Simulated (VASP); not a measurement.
Input of a VASP 6.6.1 run:

File INCAR:

```
SYSTEM = Mo
PREC = Accurate
ENCUT = 520
EDIFF = 1E-7
ISMEAR = -1
SIGMA = 0.08
LREAL = .FALSE.
LASPH = .TRUE.
NELM = 80
ALGO = Normal
ISIF = 2
LWAVE = .FALSE.
LCHARG = .FALSE.
GGA = PE
NBANDS = 21
```

The input KPOINTS:

```
regular mesh
0
G
  12 12 12
  0 0 0
```

Contents of POSCAR:

```
Mo
1.0
    3.1607300689      0.0000000000      0.0000000000
    0.0000000000      3.1607300689      0.0000000000
    0.0000000000      0.0000000000      3.1607300689
Mo
2
Direct
    0.0000000000      0.0000000000      0.0000000000
    0.5000000000      0.5000000000      0.5000000000
```

Potentials or basis: VASP PAW PBE potentials, release 64 (Mo_sv).

Launch:

```bash
$ cat potpaw_PBE.64/Mo_sv/POTCAR > POTCAR
$ mpirun -np 1 vasp_std > vasp.out
```

Question: What does it give for the pressure?

Answer: 0.6 GPa.

Question: Estimate the band gap on the k mesh.

Answer: Zero (band 14 reaches 14.02 eV, above the bottom of band 15 at 11.82 eV).
